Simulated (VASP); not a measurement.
# Si2Ge3: relaxation of cell and atoms with PBE

Crystal: Si2Ge3.

```
CELL_PARAMETERS angstrom
4.06175 0.00000 0.00000
-2.03087 3.51757 0.00000
0.00000 0.00000 6.78631
ATOMIC_POSITIONS crystal
Si 0.33333 0.66667 0.21458
Si 0.66667 0.33333 0.78542
Ge 0.33333 0.66667 0.63253
Ge 0.66667 0.33333 0.36747
Ge 0.00000 0.00000 0.00000
```

The cell was generated, and may not be a known phase.

- Program: VASP 6.6.1
- Task: relaxation of cell and atoms
- Functional: PBE
- Potentials or basis: VASP PAW PBE potentials, release 64 (Si, Ge_d)
- Cutoff: 600 eV
- k mesh: 12 × 12 × 6
- Occupations: gaussian, width 0.1 eV
- Spin: no spin polarisation
- Dipole correction: no
- Further INCAR settings: ALGO = Normal; EDIFF = 1e-07; IBRION = 2; EDIFFG = -0.01; NSW = 100; ISIF = 3

```
Relaxed volume                        : 19.02 Å³/atom
Relaxed cell                          : a = 3.792 Å, b = 3.792 Å, c = 7.637 Å, α = 90.00°, β = 90.00°, γ = 120.00°
Space group after relaxing (to 0.1 Å) : P-3m1 (No. 164)
Energy gained by relaxing             : 11.0 meV/atom
Ionic steps                           : 30
Pressure after relaxing               : 0.0 GPa
Largest force after relaxing          : 0.010 eV/Å
Band gap on the k mesh                : zero (bands 25 and 26 overlap by 2.58 eV)
```

Forces on the atoms (eV/Å):
```
Si   0.000  0.000 -0.010
Si   0.000  0.000  0.010
Ge   0.000  0.000  0.007
Ge   0.000  0.000 -0.007
Ge   0.000  0.000  0.000
```

Stress tensor (GPa, compression positive):
```
-0.03  0.00  0.00
 0.00 -0.03  0.00
 0.00  0.00  0.08
```

The path:
| step | energy change (eV) | largest force (eV/Å) | pressure (GPa) | volume (Å³) |
| --- | --- | --- | --- | --- |
| 1 | 0.0000 | 0.0458 | 0.01 | 96.96 |
| 2 | -0.0031 | 0.0469 | -0.02 | 96.97 |
| 3 | -0.0128 | 0.0357 | -0.06 | 96.99 |
| 4 | -0.0233 | 0.0521 | 0.02 | 96.96 |
| 5 | -0.0351 | 0.1770 | 0.23 | 96.63 |
| 6 | -0.0366 | 0.1371 | 0.10 | 96.74 |
| 7 | -0.0413 | 0.0801 | -0.58 | 97.42 |
| 8 | -0.0425 | 0.0455 | -0.96 | 97.78 |
| 9 | -0.0442 | 0.0381 | -0.96 | 97.67 |
| 10 | -0.0481 | 0.0111 | -0.90 | 97.33 |
| 11 | -0.0495 | 0.0708 | -0.77 | 96.61 |
| 12 | -0.0497 | 0.0533 | -0.78 | 96.82 |
| 13 | -0.0517 | 0.0592 | -0.45 | 96.36 |
| 14 | -0.0527 | 0.0657 | -0.07 | 95.86 |
| 15 | -0.0528 | 0.0676 | 0.01 | 95.71 |
| 16 | -0.0528 | 0.0682 | 0.07 | 95.66 |
| 17 | -0.0528 | 0.0679 | 0.06 | 95.69 |
| 18 | -0.0530 | 0.0621 | 0.04 | 95.68 |
| 19 | -0.0536 | 0.0449 | 0.03 | 95.64 |
| 20 | -0.0542 | 0.0290 | 0.01 | 95.57 |
| 21 | -0.0542 | 0.0319 | 0.00 | 95.55 |
| 22 | -0.0543 | 0.0265 | -0.02 | 95.53 |
| 23 | -0.0547 | 0.0108 | -0.08 | 95.49 |
| 24 | -0.0548 | 0.0209 | -0.20 | 95.40 |
| 25 | -0.0548 | 0.0082 | -0.14 | 95.43 |
| 26 | -0.0549 | 0.0079 | -0.09 | 95.31 |
| 27 | -0.0550 | 0.0104 | 0.00 | 95.14 |
| 28 | -0.0550 | 0.0115 | 0.04 | 95.08 |
| 29 | -0.0550 | 0.0112 | 0.04 | 95.10 |
| 30 | -0.0550 | 0.0097 | 0.01 | 95.08 |

Final structure:
```xyz
5
Lattice="3.7916 0.0000 0.0000 -1.8958 3.2836 0.0000 0.0000 0.0000 7.6370" Properties=species:S:1:pos:R:3 pbc="T T T"
Si    0.0000    2.1891    1.5641
Si    1.8958    1.0945    6.0729
Ge    0.0000    2.1891    4.7672
Ge    1.8958    1.0945    2.8698
Ge    0.0000    0.0000    0.0000
```

Levels at points of the mesh, in eV from the Fermi level:
```csv
k point,band 23,band 24,band 25,band 26,band 27,band 28
"(0.00, 0.00, 0.00)",0.21,0.21,1.07,1.40,1.40,2.23
"(0.50, 0.00, 0.00)",-1.65,-0.86,-0.68,0.18,0.28,0.46
"(0.00, 0.00, 0.50)",0.50,0.50,0.71,0.71,0.79,2.51
"(0.50, 0.00, 0.50)",-2.88,-2.32,-2.15,0.51,0.65,2.07
```

It took 110 min on 1 thread of AMD EPYC 7R43 64-Core Processor (Zen 3) (shared host), peak memory 0.39 GiB.
